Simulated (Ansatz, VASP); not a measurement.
Two plane-wave programs on TeMo2

```
Te Mo
1.0
     0.00000    3.11592    3.11592
     3.11592    0.00000    3.11592
     3.11592    3.11592    0.00000
Te Mo
1 2
Cartesian
  3.1159 3.1159 3.1159
  0.0000 0.0000 0.0000
  1.5580 1.5580 1.5580
```

Alike in both runs: functional PBE; k mesh 5 × 5 × 5; occupations gaussian, width 0.2 eV; no spin polarisation.

Ansatz relaxed the structure, and its values are those at the end. VASP's run is a single point on that final structure, the one shown.

|  | VASP | Ansatz |
| --- | --- | --- |
| version | VASP 6.6.1 | Ansatz 0.2.0 |
| potentials or method | VASP PAW PBE potentials, release 64 (Te, Mo_sv), cutoff 500 eV | scalar-relativistic, plane waves, PAW |
| valence electrons in the cell | 34 | 44 |

```tsv
	VASP	Ansatz	Ansatz less VASP
gap on the k mesh at the Fermi level (eV)	0.24	0.24	+0.002
least direct gap on the mesh (eV)	0.51	0.51	+0.001
pressure (GPa)	0.1	0.0	-0.13
```

VASP's potentials hold 34 valence electrons a cell and Ansatz's 44, so a difference there can come from the potentials and not from the codes.

Spin-orbit coupling is off throughout.
